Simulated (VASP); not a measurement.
# Cl2 in VASP: a series of runs, part 2 of 2

VASP 6.6.1.

### 3 Single point, r2SCAN0

Input file POSCAR:

```
Cl
1.0
   12.0000000000      0.0000000000      0.0000000000
    0.0000000000     12.3000000000      0.0000000000
    0.0000000000      0.0000000000     12.6000000000
Cl
2
Direct
    0.5000000000      0.5000000000      0.4209954978
    0.5000000000      0.5000000000      0.5790045022
```

Input file INCAR.step1:

```
SYSTEM = Cl
  ALGO = Normal
  EDIFF = 1E-5
  ENCUT = 520
  GGA = PE
  ISIF = 2
  ISMEAR = -1
  LASPH = .TRUE.
  LCHARG = .FALSE.
  LREAL = .FALSE.
  LWAVE = .TRUE.
  NBANDS = 14
  NELM = 60
  PREC = Accurate
  SIGMA = 0.01
```

Input file INCAR.step2:

```
SYSTEM = Cl
  AEXX = 0.25
  ALGO = Normal
  EDIFF = 1E-6
  ENCUT = 520
  ISIF = 2
  ISMEAR = -1
  ISTART = 1
  LASPH = .TRUE.
  LCHARG = .FALSE.
  LHFCALC = .TRUE.
  LMIXTAU = .TRUE.
  LREAL = .FALSE.
  LWAVE = .FALSE.
  METAGGA = R2SCAN
  NBANDS = 14
  NELM = 60
  PREC = Accurate
  PRECFOCK = Normal
  SIGMA = 0.01
```

Input file KPOINTS:

```
k-points
0
G
  1 1 1
  0 0 0
```

Potentials or basis: VASP PAW PBE potentials, release 64 (Cl).

Run with:

```bash
$ cat potpaw_PBE.64/Cl/POTCAR > POTCAR
$ cp INCAR.step1 INCAR
$ mpirun -np 1 vasp_gam > vasp.out
$ cp INCAR.step2 INCAR
$ mpirun -np 1 vasp_gam > vasp.out
```

OUTCAR:

```text
SYSTEM = Cl
   AEXX = 0.25
   EDIFF = 1E-6
   ENCUT = 520
   ISIF = 2
   ISMEAR = -1
   ISTART = 1
   LASPH = .TRUE.
   LHFCALC = .TRUE.
   LREAL = .FALSE.
   METAGGA = R2SCAN
   NELM = 60
   PREC = Accurate
   PRECFOCK = Normal

 ion  position               nearest neighbor table
   1  0.500  0.500  0.421-   2 1.99
   2  0.500  0.500  0.579-   1 1.99

  LATTYP: Found a simple orthorhombic cell.
 ALAT       =    12.0000000000
 B/A-ratio  =     1.0250000000
 C/A-ratio  =     1.0500000000

  Lattice vectors:

 A1 = (  12.0000000000,   0.0000000000,   0.0000000000)
 A2 = (   0.0000000000,  12.3000000000,   0.0000000000)
 A3 = (   0.0000000000,   0.0000000000,  12.6000000000)

Analysis of symmetry for initial positions (statically):
=====================================================================
 Subroutine PRICEL returns:
 Original cell was already a primitive cell.

 Routine SETGRP: Setting up the symmetry group for a
 simple orthorhombic supercell.

 Subroutine GETGRP returns: Found  8 space group operations
 (whereof  8 operations were pure point group operations)
 out of a pool of  8 trial point group operations.

[... 147 lines left out ...]

 val. band max:       -8.7279788118   @ k =   0.0000   0.0000   0.0000
 cond. band min:      -2.8854713358   @ k =   0.0000   0.0000   0.0000
 fundamental gap:      5.8425074760
 Fermi energy:        -8.4768809185

 k-point     1 :       0.0000    0.0000    0.0000
  band No.  band energies     occupation
      1     -26.7160      2.00000
      2     -22.0076      2.00000
      3     -13.3833      2.00000
      4     -11.6921      2.00000
      5     -11.6918      2.00000
      6      -8.7282      2.00000
      7      -8.7280      2.00000
      8      -2.8855      0.00000
      9       0.0806      0.00000
     10       0.9951      0.00000
     11       1.0602      0.00000
     12       1.0818      0.00000
     13       1.0994      0.00000
     14       1.1530      0.00000

------------------------ aborting loop because EDIFF is reached ----------------------------------------

  FORCE on cell =-STRESS in cart. coord.  units (eV):
  Direction    XX          YY          ZZ          XY          YZ          ZX
  --------------------------------------------------------------------------------------
  -------------------------------------------------------------------------------------
  Total       -0.0550912     -0.0561790     -1.3282637     -0.0000000      0.0000000      0.0000000
  in kB       -0.0474609     -0.0483981     -1.1442950     -0.0000000      0.0000000      0.0000000
  external PRESSURE =      -0.4133847 kB  Pullay stress =       0.0000000 kB

 VOLUME and BASIS-vectors are now :
 -----------------------------------------------------------------------------
  energy-cutoff  :      520.00
  volume of cell :     1859.76
      direct lattice vectors                 reciprocal lattice vectors
    12.000000000  0.000000000  0.000000000     0.083333333  0.000000000  0.000000000
     0.000000000 12.300000000  0.000000000     0.000000000  0.081300813  0.000000000
     0.000000000  0.000000000 12.600000000     0.000000000  0.000000000  0.079365079

 POSITION                                       TOTAL-FORCE (eV/Angst)
 -----------------------------------------------------------------------------------
      6.00000      6.15000      5.30454        -0.000000      0.000000      0.626941
      6.00000      6.15000      7.29546         0.000000     -0.000000     -0.626941
 -----------------------------------------------------------------------------------
    total drift:                                0.000000      0.000000     -0.000000

  FREE ENERGIE OF THE ION-ELECTRON SYSTEM (eV)
  ---------------------------------------------------
  free  energy   TOTEN  =       -12.3082362338 eV

  energy  without entropy=      -12.3082362338  energy(sigma->0) =      -12.30823623
```

OUTCAR.step1:

```text
SYSTEM = Cl
   EDIFF = 1E-5
   ENCUT = 520
   GGA = PE
   ISIF = 2
   ISMEAR = -1
   LASPH = .TRUE.
[... 214 lines left out ...]
      6.00000      6.15000      5.30454         0.000000      0.000000     -0.052778
      6.00000      6.15000      7.29546         0.000000      0.000000      0.052778
 -----------------------------------------------------------------------------------
    total drift:                                0.000000     -0.000000      0.000000

  FREE ENERGIE OF THE ION-ELECTRON SYSTEM (eV)
  ---------------------------------------------------
  free  energy   TOTEN  =        -3.5977362309 eV

  energy  without entropy=       -3.5977362309  energy(sigma->0) =       -3.59773623
```

OSZICAR.step1:

```text
N       E                     dE             d eps       ncg     rms          rms(c)
DAV:   1     0.136456802178E+03    0.13646E+03   -0.30011E+03    36   0.548E+02
DAV:   2     0.517020229085E+02   -0.84755E+02   -0.74769E+02    40   0.891E+01
DAV:   3    -0.565707236029E+00   -0.52268E+02   -0.52048E+02    48   0.764E+01
DAV:   4    -0.384068234083E+01   -0.32750E+01   -0.32748E+01    28   0.224E+01
DAV:   5    -0.387237708544E+01   -0.31695E-01   -0.31694E-01    48   0.288E+00    0.110E+01
DAV:   6    -0.367238672445E+01    0.19999E+00   -0.13293E-01    28   0.218E+00    0.722E+00
DAV:   7    -0.359851362223E+01    0.73873E-01   -0.31282E-01    28   0.325E+00    0.686E-01
DAV:   8    -0.359360691245E+01    0.49067E-02   -0.37863E-02    28   0.125E+00    0.320E-01
DAV:   9    -0.359419454699E+01   -0.58763E-03   -0.92608E-04    42   0.203E-01    0.630E-02
DAV:  10    -0.359523468127E+01   -0.10401E-02   -0.17204E-04    36   0.763E-02    0.804E-02
DAV:  11    -0.359566698163E+01   -0.43230E-03   -0.89097E-05    28   0.447E-02    0.168E-02
DAV:  12    -0.359642888655E+01   -0.76190E-03   -0.68982E-05    36   0.367E-02    0.105E-02
DAV:  13    -0.359716826046E+01   -0.73937E-03   -0.91413E-05    36   0.373E-02    0.112E-02
DAV:  14    -0.359748955037E+01   -0.32129E-03   -0.18970E-05    36   0.194E-02    0.364E-03
DAV:  15    -0.359763575663E+01   -0.14621E-03   -0.61050E-06    28   0.113E-02    0.234E-03
DAV:  16    -0.359771043397E+01   -0.74677E-04   -0.39314E-06    48   0.849E-03    0.580E-03
DAV:  17    -0.359772786701E+01   -0.17433E-04   -0.57434E-07    28   0.341E-03    0.258E-03
DAV:  18    -0.359773623088E+01   -0.83639E-05   -0.17394E-07    20   0.221E-03
   1 F= -.35977362E+01 E0= -.35977362E+01  d E =-.176176E-10
```

Wall time 11 min (1 thread of AMD EPYC 7R13 (Zen 3), shared host); peak memory 1.5 GiB.

What came out:

```yaml
Free_energy: -12.3082 eV
Largest_force: 0.627 eV/Å
Gap_between_the_frontier_levels: 5.84 eV
```

Forces on the atoms (eV/Å):
```
Cl   0.000  0.000  0.627
Cl   0.000  0.000 -0.627
```

Caveat: the PAW data sets were made with another functional, which shifts forces and pressure a little.

### 4 Single point, r2SCANh

POSCAR is that of step 3.

Input file INCAR.step1:

```
ALGO     = Normal         # electronic algorithm
EDIFF    = 1E-5           # SCF threshold, eV
ENCUT    = 520            # plane-wave cutoff, eV
GGA      = PE             # functional
ISIF     = 2              # what is computed and relaxed
ISMEAR   = -1             # smearing method
LASPH    = T              # aspherical terms in the spheres
LCHARG   = F              # write CHGCAR
LREAL    = F              # projectors in reciprocal space
LWAVE    = T              # write WAVECAR
NBANDS   = 14             # bands
NELM     = 60             # most SCF steps
PREC     = Accurate       # precision mode
SIGMA    = 0.01           # smearing width, eV
```

Input file INCAR.step2:

```
AEXX     = 0.1            # exact-exchange fraction
ALGO     = Normal         # electronic algorithm
EDIFF    = 1E-7           # SCF threshold, eV
ENCUT    = 520            # plane-wave cutoff, eV
ISIF     = 2              # what is computed and relaxed
ISMEAR   = -1             # smearing method
ISTART   = 1            
LASPH    = T              # aspherical terms in the spheres
LCHARG   = F              # write CHGCAR
LHFCALC  = T              # exact exchange
LMIXTAU  = T            
LREAL    = F              # projectors in reciprocal space
LWAVE    = F              # write WAVECAR
METAGGA  = R2SCAN         # meta-GGA
NBANDS   = 14             # bands
NELM     = 60             # most SCF steps
PREC     = Accurate       # precision mode
PRECFOCK = Normal       
SIGMA    = 0.01           # smearing width, eV
```

Input file KPOINTS:

```
k-points
0
Gamma
  1 1 1
```

Run with:

```bash
$ cat potpaw_PBE.64/Cl/POTCAR > POTCAR
$ cp INCAR.step1 INCAR
$ mpirun -np 1 vasp_gam > vasp.out
$ cp INCAR.step2 INCAR
$ mpirun -np 1 vasp_gam > vasp.out
```

Run time: 8.7 min. Hardware: 1 thread of Intel Xeon 6975P-C (Granite Rapids), shared host; peak memory 1.6 GiB.

It converged, with:

| Quantity | Value |
| --- | --- |
| Free energy | -12.1747 eV |
| Largest force | 0.380 eV/Å |
| Gap between the frontier levels | 4.43 eV |

Forces on the atoms (eV/Å):
```
Cl   0.000  0.000  0.380
Cl   0.000  0.000 -0.380
```

Levels at points of the mesh, in eV from the valence-band top:
```csv
k point,band 4,band 5,band 6,band 7,band 8,band 9,band 10,band 11
"(0.00, 0.00, 0.00)",-2.86,-2.86,0.00,0.00,4.43,8.01,8.90,8.99
```

Caveat: the PAW data sets were made with another functional, which shifts forces and pressure a little.

### 5 Summary

```tsv
level	grid for exact exchange (PRECFOCK)	gap on the mesh (eV)	largest force (eV/Å)
r2SCAN	-	3.48	0.21
r2SCAN0	Normal	5.84	0.63
r2SCANh	Normal	4.43	0.38
```

Alike in all rows: task single point; potentials or basis VASP PAW PBE potentials, release 64 (Cl); no spin polarisation; cell as given; k mesh 1 × 1 × 1; cutoff (eV) 520; smearing fermi-dirac 0.01 eV.

On the cell as given the gap runs from 3.48 eV (r2SCAN) to 5.84 eV (r2SCAN0).

Caveats: the PAW data sets were made with another functional, which shifts forces and pressure a little.

Absolute energies hang on the potentials; compare differences alone.
